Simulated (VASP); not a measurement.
# Ge (P3_212) in VASP: notebook

The runs below take Ge through single point, with PBE.

All numbers are computed with VASP 6.6.1; they aren't measurements. Logs are shortened: lines on timing, memory, paths and dates and some standing lists are left out, and cuts for length are marked.

## (1) The cell of the first run

It takes space group P3_212 (No. 153, trigonal). Conventional cell: a = 6.482 Å, b = 6.482 Å, c = 5.069 Å, α = 90.00°, β = 90.00°, γ = 120.00°. Ge (site symmetry 1) has 8 Ge at 2.71 to 3.34 Å within 3.6 Å. Within 3.6 Å of Ge (site symmetry 2) lie 10 Ge at 2.73 to 3.34 Å.

The cell was generated, and may not be a known phase.

## (2) Single point, PBE

INCAR

```
SYSTEM = Ge
PREC = Accurate
ENCUT = 520
EDIFF = 1E-6
ISMEAR = 0
SIGMA = 0.1
LREAL = .False.
LASPH = .True.
NELM = 100
ALGO = Normal
ISIF = 2
LWAVE = .False.
LCHARG = .False.
GGA = PE
NBANDS = 73
```

KPOINTS

```
Automatic mesh
0
Gamma
  3 3 4
  0 0 0
```

POSCAR

```
Ge
1.0
    6.4822981791      0.0000000000      0.0000000000
   -3.2411490896      5.6138348980      0.0000000000
    0.0000000000      0.0000000000      5.0692580637
Ge
9
Direct
    0.3406729346      1.0733082193      0.7389606298
   -0.0733082193      0.2673647153      0.4056272964
    0.7326352847      0.6593270654      0.0722939631
   -0.0733082193      0.6593270654      0.5943727036
    0.7326352847      1.0733082193      0.9277060369
    0.3406729346      0.2673647153      0.2610393702
    0.2201029561      0.7798970439      0.1666666667
    0.2201029561      0.4402059122      0.8333333333
    0.5597940878      0.7798970439      0.5000000000
```

Potentials or basis: VASP PAW PBE potentials, release 64 (Ge_d).

The run is started by

```
$ cat potpaw_PBE.64/Ge_d/POTCAR > POTCAR
$ mpirun -np 1 vasp_std > vasp.out
```

OUTCAR:

```text
SYSTEM = Ge
   PREC = Accurate
   ENCUT = 520
   EDIFF = 1E-6
   ISMEAR = 0
   LREAL = .False.
   LASPH = .True.
   NELM = 100
   ISIF = 2
   GGA = PE

 ion  position               nearest neighbor table
   1  0.341  0.073  0.739-   5 2.71   7 2.73   6 2.73   4 2.78   8 2.89
   2  0.927  0.267  0.406-   4 2.71   8 2.73   5 2.73   6 2.78   9 2.89
   3  0.733  0.659  0.072-   6 2.71   9 2.73   4 2.73   5 2.78   7 2.89
   4  0.927  0.659  0.594-   2 2.71   7 2.73   3 2.73   1 2.78   9 2.89
   5  0.733  0.073  0.928-   1 2.71   9 2.73   2 2.73   3 2.78   8 2.89
   6  0.341  0.267  0.261-   3 2.71   8 2.73   1 2.73   2 2.78   7 2.89
   7  0.220  0.780  0.167-   4 2.73   1 2.73   9 2.78   8 2.78   6 2.89   3 2.89
   8  0.220  0.440  0.833-   2 2.73   6 2.73   9 2.78   7 2.78   1 2.89   5 2.89
   9  0.560  0.780  0.500-   5 2.73   3 2.73   8 2.78   7 2.78   2 2.89   4 2.89

  LATTYP: Found a hexagonal cell.
 ALAT       =     6.4822981791
 C/A-ratio  =     0.7820155636

  Lattice vectors:

 A1 = (   6.4822981791,   0.0000000000,   0.0000000000)
 A2 = (  -3.2411490896,   5.6138348980,   0.0000000000)
 A3 = (   0.0000000000,   0.0000000000,   5.0692580637)

Analysis of symmetry for initial positions (statically):
=====================================================================
 Subroutine PRICEL returns:
 Original cell was already a primitive cell.

 Routine SETGRP: Setting up the symmetry group for a
 hexagonal supercell.

 Subroutine GETGRP returns: Found  6 space group operations
 (whereof  2 operations were pure point group operations)
 out of a pool of 24 trial point group operations.

The static configuration has the point symmetry C_2 .
 The point group associated with its full space group is D_3 .

Analysis of symmetry for dynamics (positions and initial velocities):
=====================================================================
 Subroutine PRICEL returns:
 Original cell was already a primitive cell.

 Routine SETGRP: Setting up the symmetry group for a
 hexagonal supercell.

 Subroutine GETGRP returns: Found  6 space group operations
 (whereof  2 operations were pure point group operations)
 out of a pool of 24 trial point group operations.

The dynamic configuration has the point symmetry C_2 .
 The point group associated with its full space group is D_3 .

 Subroutine INISYM returns: Found  6 space group operations
 (whereof  2 operations are pure point group operations),
 and found     1 'primitive' translations

----------------------------------------------------------------------------------------

                                     Primitive cell

  volume of cell :     184.4731

  direct lattice vectors                    reciprocal lattice vectors
     6.482298179  0.000000000  0.000000000     0.154266276  0.089065676  0.000000000
    -3.241149090  5.613834898  0.000000000     0.000000000  0.178131352  0.000000000
     0.000000000  0.000000000  5.069258064     0.000000000  0.000000000  0.197267527

  length of vectors
     6.482298179  6.482298179  5.069258064     0.178131352  0.178131352  0.197267527

  position of ions in fractional coordinates (direct lattice)
     0.340672935  0.073308219  0.738960630
     0.926691781  0.267364715  0.405627296
     0.732635285  0.659327065  0.072293963
     0.926691781  0.659327065  0.594372704
     0.732635285  0.073308219  0.927706037
     0.340672935  0.267364715  0.261039370
     0.220102956  0.779897044  0.166666667
     0.220102956  0.440205912  0.833333333
     0.559794088  0.779897044  0.500000000

  ion indices of the primitive-cell ions
   primitive index   ion index
                 1           1
                 2           2
                 3           3
                 4           4
                 5           5
                 6           6
                 7           7
                 8           8
                 9           9

----------------------------------------------------------------------------------------

 KPOINTS: Automatic mesh

Automatic generation of k-mesh.
 Grid dimensions read from file:
 generate k-points for:    3    3    4

 Generating k-lattice:

  Cartesian coordinates                     Fractional coordinates (reciprocal lattice)
     0.051422092  0.029688559  0.000000000     0.333333333  0.000000000  0.000000000
     0.000000000  0.059377117  0.000000000     0.000000000  0.333333333  0.000000000
     0.000000000  0.000000000  0.049316882     0.000000000  0.000000000  0.250000000

  Length of vectors
     0.059377117  0.059377117  0.049316882

  Shift w.r.t. Gamma in fractional coordinates (k-lattice)
     0.000000000  0.000000000  0.000000000

 Subroutine IBZKPT returns following result:
 ===========================================

 Found     10 irreducible k-points:

 Following reciprocal coordinates:
            Coordinates               Weight
  0.000000  0.000000  0.000000      1.000000
  0.333333  0.000000  0.000000      6.000000
  0.333333  0.333333  0.000000      2.000000
  0.000000  0.000000  0.250000      2.000000
  0.333333  0.000000  0.250000     12.000000
  0.333333  0.333333  0.250000      2.000000
 -0.333333 -0.333333  0.250000      2.000000
  0.000000  0.000000  0.500000      1.000000
  0.333333  0.000000  0.500000      6.000000
  0.333333  0.333333  0.500000      2.000000
   k-points           NKPTS =     10   k-points in BZ     NKDIM =     10   number of bands    NBANDS=     73
   number of dos      NEDOS =    301   number of ions     NIONS =      9
   total plane-waves  NPLWV =  92160
   dimension x,y,z NGX =    48 NGY =   48 NGZ =   40
   dimension x,y,z NGXF=    96 NGYF=   96 NGZF=   80
   ions per type =               9
   NGX,Y,Z   is equivalent  to a cutoff of  12.31, 12.31, 13.12 a.u.
   NGXF,Y,Z  is equivalent  to a cutoff of  24.62, 24.62, 26.24 a.u.
 SYSTEM =  Ge
   PREC   = accura    normal or accurate (medium, high low for compatibility)
   ISTART =      0    job   : 0-new  1-cont  2-samecut
   ICHARG =      2    charge: 1-file 2-atom 10-const
   ISPIN  =      1    spin polarized calculation?
   LNONCOLLINEAR =      F non collinear calculations
   LSORBIT =      F    spin-orbit coupling
   LASPH  =      T    aspherical Exc in radial PAW
   ENCUT  =  520.0 eV  38.22 Ry    6.18 a.u.  12.05 12.05  9.43*2*pi/ulx,y,z
   NELM   =    100;   NELMIN=  2; NELMDL= -5     # of ELM steps
   EDIFF  = 0.1E-05   stopping-criterion for ELM
   LREAL  =      F    real-space projection
   EDIFFG = 0.1E-04   stopping-criterion for IOM
   NSW    =      0    number of steps for IOM
   IBRION =     -1    ionic relax: 0-MD 1-quasi-New 2-CG
   NFREE  =      0    steps in history (QN), initial steepest desc. (CG)
   ISIF   =      2    stress and relaxation
   ISYM   =      2    0-nonsym 1-usesym 2-fastsym
   POTIM  = 0.5000    time-step for ionic-motion
   TEBEG  =    0.0;   TEEND  =   0.0 temperature during run
   PSTRESS=    0.0 pullay stress
   NELECT =     126.0000    total number of electrons
   NUPDOWN=      -1.0000    fix difference up-down
   EMIN   =  10.00;   EMAX   =-10.00  energy-range for DOS
   EFERMI =   0.00;   METHOD = LEGACY
   ISMEAR =     0;   SIGMA  =   0.10  broadening in eV -4-tet -1-fermi 0-gaus
   EFERMI_NEDOS =   21; number of points for ismear=-14 and -15
   IALGO  =     38    algorithm
   IMIX   =      4    mixing-type and parameters
     AMIX     =   0.40;   BMIX     =  1.00
     AMIX_MAG =   1.60;   BMIX_MAG =  1.00
  volume/ion in A,a.u.               =      20.50       138.32
  Fermi-wavevector in a.u.,A,eV,Ry     =   1.441741  2.724496 28.281314  2.078618
  Thomas-Fermi vector in A             =   2.560340
   LORBIT       =      0    0 simple, 1 ext, 2 COOP (PROOUT), +10 PAW based schemes
   GGA     = PE    functional components
   LHFCALC =     F    Hartree Fock is set to
   AEXX    =    0.0000 exact exchange contribution
   IVDW    =     0    specifies the selected vdW correction
   LEPSILON=     F    determine dielectric tensor
   LRPA    =     F    only Hartree local field effects (RPA)
 non-spin polarized calculation
 Gauss-broadening in eV      SIGMA  =   0.10
  energy-cutoff  :      520.00
  volume of cell :      184.47
 maximum number of plane-waves:      4987
   NGX = 25   NGY = 25   NGZ = 19

 number of electron     125.9999995 magnetization

 Free energy of the ion-electron system (eV)
  ---------------------------------------------------
  ext. energy  EPLUGINS =         0.00000000
  ---------------------------------------------------
  free energy    TOTEN  =       -37.73362972 eV

  energy without entropy =      -37.71969697  energy(sigma->0) =      -37.72666335

 E-fermi :   5.8220     XC(G=0): -10.7795

 val. band max:        5.7587660023   @ k =   0.3333   0.3333   0.2500
 cond. band min:       5.8853859535   @ k =   0.0000   0.0000   0.5000
 fundamental gap:      0.1266199511
 Fermi energy:         5.8220080712

 k-point     1 :       0.0000    0.0000    0.0000
  band No.  band energies     occupation
      1     -18.8946      2.00000
      2     -18.8946      2.00000
      3     -18.8897      2.00000
      4     -18.8649      2.00000
      5     -18.8649      2.00000
      6     -18.8588      2.00000
[... 65 lines left out ...]
     72       9.3030      0.00000
     73      11.7371      0.00000

 k-point     2 :       0.3333    0.0000    0.0000
  band No.  band energies     occupation
      1     -18.8966      2.00000
      2     -18.8859      2.00000
      3     -18.8840      2.00000
      4     -18.8690      2.00000
      5     -18.8646      2.00000
      6     -18.8577      2.00000
[... 65 lines left out ...]
     72       9.3366      0.00000
     73       9.6540      0.00000

 k-point     3 :       0.3333    0.3333    0.0000
  band No.  band energies     occupation
      1     -18.8946      2.00000
      2     -18.8842      2.00000
      3     -18.8838      2.00000
      4     -18.8680      2.00000
      5     -18.8659      2.00000
      6     -18.8561      2.00000
[... 65 lines left out ...]
     72       9.7402      0.00000
     73      10.1325      0.00000

 k-point     4 :       0.0000    0.0000    0.2500
  band No.  band energies     occupation
      1     -18.9074      2.00000
      2     -18.8861      2.00000
      3     -18.8803      2.00000
      4     -18.8659      2.00000
      5     -18.8659      2.00000
      6     -18.8628      2.00000
[... 65 lines left out ...]
     72       9.6157      0.00000
     73       9.9675      0.00000

 k-point     5 :       0.3333    0.0000    0.2500
  band No.  band energies     occupation
      1     -18.8993      2.00000
      2     -18.8880      2.00000
      3     -18.8820      2.00000
      4     -18.8781      2.00000
      5     -18.8681      2.00000
      6     -18.8610      2.00000
[... 65 lines left out ...]
     72       9.3748      0.00000
     73      10.3569      0.00000

 k-point     6 :       0.3333    0.3333    0.2500
  band No.  band energies     occupation
      1     -18.8963      2.00000
      2     -18.8916      2.00000
      3     -18.8889      2.00000
      4     -18.8764      2.00000
      5     -18.8621      2.00000
      6     -18.8603      2.00000
[... 65 lines left out ...]
     72       9.0693      0.00000
     73       9.1184      0.00000

 k-point     7 :      -0.3333   -0.3333    0.2500
  band No.  band energies     occupation
      1     -18.8876      2.00000
      2     -18.8861      2.00000
      3     -18.8861      2.00000
      4     -18.8779      2.00000
      5     -18.8721      2.00000
      6     -18.8571      2.00000
[... 65 lines left out ...]
     72       9.0603      0.00000
     73       9.3853      0.00000

 k-point     8 :       0.0000    0.0000    0.5000
  band No.  band energies     occupation
      1     -18.9000      2.00000
      2     -18.9000      2.00000
      3     -18.8856      2.00000
      4     -18.8786      2.00000
      5     -18.8687      2.00000
      6     -18.8687      2.00000
[... 65 lines left out ...]
     72       9.6887      0.00000
     73      10.4536      0.00000

 k-point     9 :       0.3333    0.0000    0.5000
  band No.  band energies     occupation
      1     -18.8998      2.00000
      2     -18.8933      2.00000
      3     -18.8855      2.00000
      4     -18.8818      2.00000
      5     -18.8692      2.00000
      6     -18.8660      2.00000
[... 65 lines left out ...]
     72       9.5376      0.00000
     73      10.0074      0.00000

 k-point    10 :       0.3333    0.3333    0.5000
  band No.  band energies     occupation
      1     -18.8999      2.00000
      2     -18.8906      2.00000
      3     -18.8855      2.00000
      4     -18.8763      2.00000
      5     -18.8704      2.00000
      6     -18.8702      2.00000
[... 65 lines left out ...]
     72       8.7098      0.00000
     73       9.1471      0.00000

------------------------ aborting loop because EDIFF is reached ----------------------------------------

  FORCE on cell =-STRESS in cart. coord.  units (eV):
  Direction    XX          YY          ZZ          XY          YZ          ZX
  --------------------------------------------------------------------------------------
  -------------------------------------------------------------------------------------
  Total        0.4028406      0.4028406      0.5489774     -0.0000000      0.0000000      0.0000000
  in kB        3.4987330      3.4987330      4.7679537     -0.0000000      0.0000000      0.0000000
  external PRESSURE =       3.9218066 kB  Pullay stress =       0.0000000 kB

 VOLUME and BASIS-vectors are now :
 -----------------------------------------------------------------------------
  energy-cutoff  :      520.00
  volume of cell :      184.47
      direct lattice vectors                 reciprocal lattice vectors
     6.482298179  0.000000000  0.000000000     0.154266276  0.089065676  0.000000000
    -3.241149090  5.613834898  0.000000000     0.000000000  0.178131352  0.000000000
     0.000000000  0.000000000  5.069258064     0.000000000  0.000000000  0.197267527

 POSITION                                       TOTAL-FORCE (eV/Angst)
 -----------------------------------------------------------------------------------
      1.97074      0.41154      3.74598         0.008869      0.024671     -0.031304
      5.14052      1.50094      2.05623        -0.025800     -0.004655     -0.031304
      2.61218      3.70135      0.36648         0.016931     -0.020016     -0.031304
      3.87012      3.70135      3.01303        -0.016931     -0.020016      0.031304
      4.51156      0.41154      4.70278        -0.008869      0.024671      0.031304
      1.34177      1.50094      1.32328         0.025800     -0.004655      0.031304
     -1.10099      4.37821      0.84488        -0.009543      0.005510      0.000000
     -0.00000      2.47124      4.22438         0.000000     -0.011019      0.000000
      1.10099      4.37821      2.53463         0.009543      0.005510      0.000000
 -----------------------------------------------------------------------------------
    total drift:                               -0.000110     -0.000064      0.000002

  FREE ENERGIE OF THE ION-ELECTRON SYSTEM (eV)
  ---------------------------------------------------
  free  energy   TOTEN  =       -37.7336297234 eV

  energy  without entropy=      -37.7196969749  energy(sigma->0) =      -37.72666335
```

Wall time 96 s (1 thread of AMD EPYC 9R45 (Zen 5), shared host); peak memory 0.3 GiB.

Results:

```yaml
Free_energy: -37.7336 eV
Pressure: 0.4 GPa
Largest_force: 0.041 eV/Å
Band_gap_on_the_k_mesh: zero (bands 63 and 64 overlap by 2.58 eV)
```

Forces in eV/Å, atoms in the order of the input:
```
Ge   0.009  0.025 -0.031
Ge  -0.026 -0.005 -0.031
Ge   0.017 -0.020 -0.031
Ge  -0.017 -0.020  0.031
Ge  -0.009  0.025  0.031
Ge   0.026 -0.005  0.031
Ge  -0.010  0.006  0.000
Ge   0.000 -0.011  0.000
Ge   0.010  0.006  0.000
```

Stress tensor (GPa, compression positive):
```
0.35 0.00 0.00
0.00 0.35 0.00
0.00 0.00 0.48
```

Caveat: the k points lie up to 0.37 Å⁻¹ apart, too coarse for converged energies and pressures of a metal.

## (3) Single point, PBE

This run uses another cell than the first one, of 22.44 Å³/atom.

INCAR

```
PREC = Accurate
ENCUT = 520
EDIFF = 1E-6
ISMEAR = 0
SIGMA = 0.1
LREAL = False
LASPH = True
NELM = 60
ALGO = Normal
ISIF = 2
LWAVE = False
LCHARG = False
GGA = PE
NBANDS = 73
```

KPOINTS

```
Automatic mesh
0
Gamma
  3 3 4
```

POSCAR

```
Ge
1.0
    7.2726087600      0.0000000000      0.0000000000
   -3.6363043800      6.2982639400      0.0000000000
    0.0000000000      0.0000000000      4.4082381500
Ge
9
Direct
    0.2461255800      0.9896976400      0.8527552900
    0.0103023600      0.2564279400      0.5194219600
    0.7435720600      0.7538744200      0.1860886200
    0.0103023600      0.7538744200      0.4805780400
    0.7435720600      0.9896976400      0.8139113800
    0.2461255800      0.2564279400      0.1472447100
    0.2520749900      0.7479250100      0.1666666700
    0.2520749900      0.5041499700      0.8333333300
    0.4958500300      0.7479250100      0.5000000000
```

Potentials or basis: VASP PAW PBE potentials, release 64 (Ge_d).

The run is started by

```
$ cat potpaw_PBE.64/Ge_d/POTCAR > POTCAR
$ mpirun -np 1 vasp_std > vasp.out
```

Wall time 2.2 min (1 thread of AMD EPYC 9R45 (Zen 5), shared host); peak memory 0.31 GiB.

Results (log left out):

```
Free energy            : -33.2928 eV
Pressure               : 18.2 GPa
Largest force          : 1.941 eV/Å
Band gap on the k mesh : zero (bands 63 and 64 overlap by 0.24 eV)
```

Forces on the atoms (eV/Å):
```
Ge   0.284  1.387 -1.328
Ge  -1.343 -0.447 -1.328
Ge   1.059 -0.940 -1.328
Ge  -1.059 -0.940  1.328
Ge  -0.284  1.387  1.328
Ge   1.343 -0.447  1.328
Ge   0.738 -0.426  0.000
Ge   0.000  0.852  0.000
Ge  -0.738 -0.426  0.000
```

Stress tensor (GPa, compression positive):
```
18.77  0.00  0.00
 0.00 18.77  0.00
 0.00  0.00 17.06
```

Levels at points of the mesh, in eV from the Fermi level:
| k point | band 59 | band 60 | band 61 | band 62 | band 63 | band 64 | band 65 | band 66 | band 67 | band 68 |
| --- | --- | --- | --- | --- | --- | --- | --- | --- | --- | --- |
| (0.00, 0.00, 0.00) | -2.08 | -1.74 | -1.74 | -0.36 | -0.36 | -0.07 | 0.68 | 0.68 | 0.90 | 0.90 |
| (0.00, 0.00, 0.50) | -1.39 | -0.85 | -0.45 | -0.05 | -0.05 | 0.45 | 0.45 | 1.20 | 2.53 | 2.53 |

Caveat: the cell stands under pressure; semilocal functionals underestimate gaps, and a narrow one can read as zero; forces of over 1 eV/Å act on the atoms, so gaps and moduli don't describe the material at rest.

The gap in the log of VASP goes by the Fermi energy; the results here count the filled bands.